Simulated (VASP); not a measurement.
Write the native input for VASP 6.6.1 that does the following.

| Item | Value |
| --- | --- |
| Task | single point |
| Functional | PBE |
| Potentials or basis | VASP PAW PBE potentials, release 64 (W_sv, O) |
| Cutoff | 520 eV |
| k mesh | 8 × 8 × 1 |
| Occupations | gaussian, width 0.1 eV |
| Spin | no spin polarisation |
| Dipole correction | yes |
| Further INCAR settings | ALGO = Normal; EDIFF = 1e-06; NBANDS = 39 |

The structure of W4O lies in POSCAR:

```
W4O
1.0
    3.1836991688      0.0000000000      0.0000000000
    0.0000000000      3.1836991688      0.0000000000
    0.0000000000      0.0000000000     20.1425775749
W O
4 1
Direct
    0.5000000000      0.5000000000      0.1985843165
    0.0000000000      0.0000000000      0.2776134069
    0.5000000000      0.5000000000      0.3599451800
    0.0000000000      0.0000000000      0.4290700901
    0.1250000000      0.5000000000      0.4849869141
```

The input as run:

INCAR

```
ALGO     = Normal         # electronic algorithm
DIPOL    = 0.5 0.5 0.350
EDIFF    = 1E-6           # SCF threshold, eV
ENCUT    = 520            # plane-wave cutoff, eV
GGA      = PE             # functional
IDIPOL   = 3            
ISIF     = 2              # what is computed and relaxed
ISMEAR   = 0              # smearing method
LASPH    = True           # aspherical terms in the spheres
LCHARG   = False          # write CHGCAR
LDIPOL   = True         
LREAL    = False          # projectors in reciprocal space
LWAVE    = False          # write WAVECAR
NBANDS   = 39             # bands
NELM     = 60             # most SCF steps
PREC     = Accurate       # precision mode
SIGMA    = 0.1            # smearing width, eV
```

KPOINTS

```
k-points
0
Gamma
  8 8 1
```

Potentials or basis: VASP PAW PBE potentials, release 64 (W_sv, O).

The run is started by

```bash
$ cat potpaw_PBE.64/W_sv/POTCAR potpaw_PBE.64/O/POTCAR > POTCAR
$ mpirun -np 1 vasp_std > vasp.out
```

It gave:

```json
{"Largest force": "3.061 eV/Å", "Band gap on the k mesh": "zero (bands 31 and 32 overlap by 1.73 eV)"}
```

Caveat: spin-orbit coupling is left out, which moves the levels of the heavy elements.

Wall time 5.1 min on 1 thread of Intel(R) Xeon(R) Platinum 8124M CPU @ 3.00GHz (Skylake/Cascade Lake), with other jobs on the host, peak memory 0.37 GiB.
